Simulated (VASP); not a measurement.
# FeRe (P-6m2) in VASP: single point with LDA

Aim: the single point of FeRe with LDA.

Everything below comes from runs of VASP 6.6.1. Logs are shortened: lines on timing, memory, paths and dates and some standing lists are left out, and cuts for length are marked.

## Step 1: The cell of the first run

The structure is hexagonal, space group P-6m2 (No. 187). Conventional cell: a = 2.689 Å, b = 2.689 Å, c = 4.140 Å, α = 90.00°, β = 90.00°, γ = 120.00°. Within 3.4 Å of Fe (site symmetry -6m2) lie 6 Re at 2.59 Å and 6 Fe at 2.69 Å. Within 3.4 Å of Re (site symmetry -6m2) lie 6 Fe at 2.59 Å and 6 Re at 2.69 Å.

## Step 2: Single point, LDA, collinear spin, ferromagnetic start

INCAR reads:

```
PREC = Accurate ; ENCUT = 520
EDIFF = 1E-7 ; ISMEAR = -1
SIGMA = 0.1 ; LREAL = F
LASPH = T ; NELM = 150
ALGO = Normal ; ISIF = 2
LWAVE = F ; LCHARG = F
ISPIN = 2 ; MAGMOM = 3 1.5
LORBIT = 11 ; LMAXMIX = 4
NBANDS = 18
```

KPOINTS reads:

```
Automatic mesh
0
Gamma
  10 10 12
```

POSCAR reads:

```
FeRe
1.0
    2.6887134566      0.0000000000      0.0000000000
   -1.3443567283      2.3284941569      0.0000000000
    0.0000000000      0.0000000000      4.1399290000
Fe Re
1 1
Direct
    0.6666666667      0.3333333333      0.5000000000
    0.3333333333      0.6666666667      0.0000000000
```

Potentials or basis: VASP PAW LDA potentials, release 64 (Fe, Re).

Started as:

```
cat potpaw_LDA.64/Fe/POTCAR potpaw_LDA.64/Re/POTCAR > POTCAR
mpirun -np 1 vasp_std > vasp.out
```

OUTCAR:

```text
PREC = Accurate
   ENCUT = 520
   EDIFF = 1E-7
   ISMEAR = -1
   LREAL = F
   LASPH = T
   NELM = 150
   ISIF = 2
   ISPIN = 2
   LORBIT = 11

 ion  position               nearest neighbor table
   1  0.667  0.333  0.500-   2 2.59   2 2.59   2 2.59   2 2.59   2 2.59   2 2.59
   2  0.333  0.667  0.000-   1 2.59   1 2.59   1 2.59   1 2.59   1 2.59   1 2.59

  LATTYP: Found a hexagonal cell.
 ALAT       =     2.6887134566
 C/A-ratio  =     1.5397434746

  Lattice vectors:

 A1 = (   2.6887134566,   0.0000000000,   0.0000000000)
 A2 = (  -1.3443567283,   2.3284941569,   0.0000000000)
 A3 = (   0.0000000000,   0.0000000000,   4.1399290000)

Analysis of symmetry for initial positions (statically):
=====================================================================
 Subroutine PRICEL returns:
 Original cell was already a primitive cell.

 Routine SETGRP: Setting up the symmetry group for a
 hexagonal supercell.

 Subroutine GETGRP returns: Found 12 space group operations
 (whereof 12 operations were pure point group operations)
 out of a pool of 24 trial point group operations.

The static configuration has the point symmetry D_3h.

Analysis of symmetry for dynamics (positions and initial velocities):
=====================================================================
 Subroutine PRICEL returns:
 Original cell was already a primitive cell.

 Routine SETGRP: Setting up the symmetry group for a
 hexagonal supercell.

 Subroutine GETGRP returns: Found 12 space group operations
 (whereof 12 operations were pure point group operations)
 out of a pool of 24 trial point group operations.

The dynamic configuration has the point symmetry D_3h.

Analysis of structural, dynamic, and magnetic symmetry:
=====================================================================
 Subroutine PRICEL returns:
 Original cell was already a primitive cell.

 Routine SETGRP: Setting up the symmetry group for a
 hexagonal supercell.

 Subroutine GETGRP returns: Found 12 space group operations
 (whereof 12 operations were pure point group operations)
 out of a pool of 24 trial point group operations.

The overall configuration has the point symmetry D_3h.

 Subroutine INISYM returns: Found 12 space group operations
 (whereof 12 operations are pure point group operations),
 and found     1 'primitive' translations

----------------------------------------------------------------------------------------

                                     Primitive cell

  volume of cell :      25.9187

  direct lattice vectors                    reciprocal lattice vectors
     2.688713457  0.000000000  0.000000000     0.371925092  0.214731052  0.000000000
    -1.344356728  2.328494157  0.000000000     0.000000000  0.429462104  0.000000000
     0.000000000  0.000000000  4.139929000     0.000000000  0.000000000  0.241550036

  length of vectors
     2.688713457  2.688713457  4.139929000     0.429462104  0.429462104  0.241550036

  position of ions in fractional coordinates (direct lattice)
     0.666666667  0.333333333  0.500000000
     0.333333333  0.666666667  0.000000000

  ion indices of the primitive-cell ions
   primitive index   ion index
                 1           1
                 2           2

----------------------------------------------------------------------------------------

 KPOINTS: Automatic mesh

Automatic generation of k-mesh.
 Grid dimensions read from file:
 generate k-points for:   10   10   12

 Generating k-lattice:

  Cartesian coordinates                     Fractional coordinates (reciprocal lattice)
     0.037192509  0.021473105  0.000000000     0.100000000  0.000000000  0.000000000
     0.000000000  0.042946210  0.000000000     0.000000000  0.100000000  0.000000000
     0.000000000  0.000000000  0.020129170     0.000000000  0.000000000  0.083333333

  Length of vectors
     0.042946210  0.042946210  0.020129170

  Shift w.r.t. Gamma in fractional coordinates (k-lattice)
     0.000000000  0.000000000  0.000000000

 Subroutine IBZKPT returns following result:
 ===========================================

 Found     98 irreducible k-points:

 Following reciprocal coordinates:
            Coordinates               Weight
  0.000000  0.000000  0.000000      1.000000
  0.100000  0.000000  0.000000      6.000000
  0.200000  0.000000  0.000000      6.000000
  0.300000  0.000000  0.000000      6.000000
  0.400000  0.000000  0.000000      6.000000
  0.500000 -0.000000  0.000000      3.000000
[... 16 lines left out ...]
  0.300000  0.100000  0.083333     24.000000
  0.400000  0.100000  0.083333     24.000000
 [... further k-points ...]
   k-points           NKPTS =     98   k-points in BZ     NKDIM =     98   number of bands    NBANDS=     18
   number of dos      NEDOS =    301   number of ions     NIONS =      2
   total plane-waves  NPLWV =  12800
   dimension x,y,z NGX =    20 NGY =   20 NGZ =   32
   dimension x,y,z NGXF=    40 NGYF=   40 NGZF=   64
   ions per type =               1   1
   NGX,Y,Z   is equivalent  to a cutoff of  12.37, 12.37, 12.85 a.u.
   NGXF,Y,Z  is equivalent  to a cutoff of  24.73, 24.73, 25.70 a.u.
 SYSTEM =  unknown system
   PREC   = accura    normal or accurate (medium, high low for compatibility)
   ISTART =      0    job   : 0-new  1-cont  2-samecut
   ICHARG =      2    charge: 1-file 2-atom 10-const
   ISPIN  =      2    spin polarized calculation?
   LNONCOLLINEAR =      F non collinear calculations
   LSORBIT =      F    spin-orbit coupling
   LASPH  =      T    aspherical Exc in radial PAW
   ENCUT  =  520.0 eV  38.22 Ry    6.18 a.u.   5.00  5.00  7.70*2*pi/ulx,y,z
   NELM   =    150;   NELMIN=  2; NELMDL= -5     # of ELM steps
   EDIFF  = 0.1E-06   stopping-criterion for ELM
   LREAL  =      F    real-space projection
   EDIFFG = 0.1E-05   stopping-criterion for IOM
   NSW    =      0    number of steps for IOM
   IBRION =     -1    ionic relax: 0-MD 1-quasi-New 2-CG
   NFREE  =      0    steps in history (QN), initial steepest desc. (CG)
   ISIF   =      2    stress and relaxation
   ISYM   =      2    0-nonsym 1-usesym 2-fastsym
   POTIM  = 0.5000    time-step for ionic-motion
   TEBEG  =    0.0;   TEEND  =   0.0 temperature during run
   PSTRESS=    0.0 pullay stress
   NELECT =      15.0000    total number of electrons
   NUPDOWN=      -1.0000    fix difference up-down
   EMIN   =  10.00;   EMAX   =-10.00  energy-range for DOS
   EFERMI =   0.00;   METHOD = LEGACY
   ISMEAR =    -1;   SIGMA  =   0.10  broadening in eV -4-tet -1-fermi 0-gaus
   EFERMI_NEDOS =   21; number of points for ismear=-14 and -15
   IALGO  =     38    algorithm
   IMIX   =      4    mixing-type and parameters
     AMIX     =   0.40;   BMIX     =  1.00
     AMIX_MAG =   1.60;   BMIX_MAG =  1.00
  volume/ion in A,a.u.               =      12.96        87.45
  Fermi-wavevector in a.u.,A,eV,Ry     =   1.364272  2.578101 25.323693  1.861239
  Thomas-Fermi vector in A             =   2.490603
   LORBIT       =     11    0 simple, 1 ext, 2 COOP (PROOUT), +10 PAW based schemes
   GGA     = CA    functional components
   LHFCALC =     F    Hartree Fock is set to
   AEXX    =    0.0000 exact exchange contribution
   IVDW    =     0    specifies the selected vdW correction
   LEPSILON=     F    determine dielectric tensor
   LRPA    =     F    only Hartree local field effects (RPA)
 spin polarized calculation
  energy-cutoff  :      520.00
  volume of cell :       25.92
 maximum number of plane-waves:       715
 NGX is ok and might be reduce to    20
   NGX =  9   NGY =  9   NGZ = 15

 number of electron      14.9999995 magnetization       0.0006492

 Free energy of the ion-electron system (eV)
  ---------------------------------------------------
  ext. energy  EPLUGINS =         0.00000000
  ---------------------------------------------------
  free energy    TOTEN  =       -22.98896122 eV

  energy without entropy =      -22.91798306  energy(sigma->0) =      -22.95347214

 E-fermi :   6.9987     XC(G=0): -13.6897

 val. band max:        6.9884129810   @ k =   0.1000   0.1000   0.0000
 cond. band min:       7.0020288641   @ k =   0.2000   0.2000   0.3333
 fundamental gap:      0.0136158831
 Fermi energy:         6.9987328117

 spin component 1

 k-point     1 :       0.0000    0.0000    0.0000
  band No.  band energies     occupation
      1      -2.3381      1.00000
      2       1.2839      1.00000
      3       5.3543      1.00000
      4       5.3543      1.00000
      5       5.8342      0.99999
      6       6.1122      0.99986
[... 10 lines left out ...]
     17      28.9377      0.00000
     18      28.9377      0.00000
[... 463 lines left out ...]
 k-point    24 :       0.4000    0.1000    0.0833
  band No.  band energies     occupation
      1       1.1792      1.00000
      2       2.3134      1.00000
      3       3.0782      1.00000
      4       4.6172      1.00000
      5       5.0203      1.00000
      6       5.9880      0.99996
[... 10 lines left out ...]
     17      24.0993      0.00000
     18      26.2712      0.00000

 [... further k-points ...]

 spin component 2

 k-point     1 :       0.0000    0.0000    0.0000
  band No.  band energies     occupation
      1      -2.3381      1.00000
      2       1.2840      1.00000
      3       5.3544      1.00000
      4       5.3544      1.00000
      5       5.8348      0.99999
      6       6.1129      0.99986
[... 10 lines left out ...]
     17      28.9379      0.00000
     18      28.9379      0.00000
[... 463 lines left out ...]
 k-point    24 :       0.4000    0.1000    0.0833
  band No.  band energies     occupation
      1       1.1792      1.00000
      2       2.3135      1.00000
      3       3.0785      1.00000
      4       4.6175      1.00000
      5       5.0207      1.00000
      6       5.9885      0.99996
[... 10 lines left out ...]
     17      24.0994      0.00000
     18      26.2712      0.00000

 [... further k-points ...]

------------------------ aborting loop because EDIFF is reached ----------------------------------------

  FORCE on cell =-STRESS in cart. coord.  units (eV):
  Direction    XX          YY          ZZ          XY          YZ          ZX
  --------------------------------------------------------------------------------------
  -------------------------------------------------------------------------------------
  Total       -3.1796867     -3.1796867     -2.8461721     -0.0000000     -0.0000000      0.0000000
  in kB     -196.5542110   -196.5542110   -175.9378082     -0.0000000     -0.0000000      0.0000000
  external PRESSURE =    -189.6820767 kB  Pullay stress =       0.0000000 kB

 VOLUME and BASIS-vectors are now :
 -----------------------------------------------------------------------------
  energy-cutoff  :      520.00
  volume of cell :       25.92
      direct lattice vectors                 reciprocal lattice vectors
     2.688713457  0.000000000  0.000000000     0.371925092  0.214731052  0.000000000
    -1.344356728  2.328494157  0.000000000     0.000000000  0.429462104  0.000000000
     0.000000000  0.000000000  4.139929000     0.000000000  0.000000000  0.241550036

 POSITION                                       TOTAL-FORCE (eV/Angst)
 -----------------------------------------------------------------------------------
      1.34436      0.77616      2.06996        -0.000000      0.000000      0.000000
     -0.00000      1.55233      0.00000         0.000000     -0.000000      0.000000
 -----------------------------------------------------------------------------------
    total drift:                                0.000000     -0.000000      0.000000

  FREE ENERGIE OF THE ION-ELECTRON SYSTEM (eV)
  ---------------------------------------------------
  free  energy   TOTEN  =       -22.9889612246 eV

  energy  without entropy=      -22.9179830632  energy(sigma->0) =      -22.95347214

 total charge

# of ion       s       p       d       tot
------------------------------------------
    1        0.472   0.558   6.325   7.354
    2        0.656   0.662   4.882   6.200
--------------------------------------------------
tot          1.128   1.219  11.207  13.554

 magnetization (x)

# of ion       s       p       d       tot
------------------------------------------
    1       -0.000  -0.000   0.001   0.001
    2       -0.000  -0.000  -0.000  -0.000
--------------------------------------------------
tot         -0.000  -0.000   0.001   0.001
```

Wall time 82 s (1 thread of Intel Xeon Platinum 8259CL at 2.50GHz (Skylake/Cascade Lake), shared host); peak memory 0.19 GiB.

Results:

| Item | Value |
| --- | --- |
| Free energy | -22.9890 eV |
| Pressure | -19.0 GPa |
| Net moment | 0.00 μB per cell |
| Valence electrons inside the program's atomic spheres | Fe 7.35; Re 6.20 |

Levels at points of the mesh, in eV from the Fermi level:
Spin up:
```csv
k point,band 6,band 7,band 8,band 9,band 10,band 11
"(0.00, 0.00, 0.00)",-0.89,-0.89,-0.74,-0.74,1.02,2.48
"(0.50, 0.00, 0.00)",-1.16,-0.69,0.58,2.63,2.92,4.57
"(0.00, 0.00, 0.50)",-1.68,-1.45,-1.45,0.50,0.50,2.41
"(0.50, 0.00, 0.50)",-0.02,0.22,0.81,1.20,2.37,3.65
```
Spin down:
```csv
k point,band 4,band 5,band 6,band 7,band 8,band 9,band 10,band 11,band 12,band 13
"(0.00, 0.00, 0.00)",-1.64,-1.16,-0.89,-0.89,-0.74,-0.74,1.02,2.48,2.48,9.94
"(0.50, 0.00, 0.00)",-1.98,-1.86,-1.16,-0.69,0.58,2.63,2.92,4.57,7.26,10.33
"(0.00, 0.00, 0.50)",-2.07,-2.07,-1.68,-1.45,-1.45,0.50,0.50,2.41,2.41,14.12
"(0.50, 0.00, 0.50)",-2.52,-0.68,-0.02,0.22,0.81,1.20,2.37,3.65,4.59,9.63
```

Caveat: the cell stands under tension; spin-orbit coupling is left out, which moves the levels of the heavy elements.
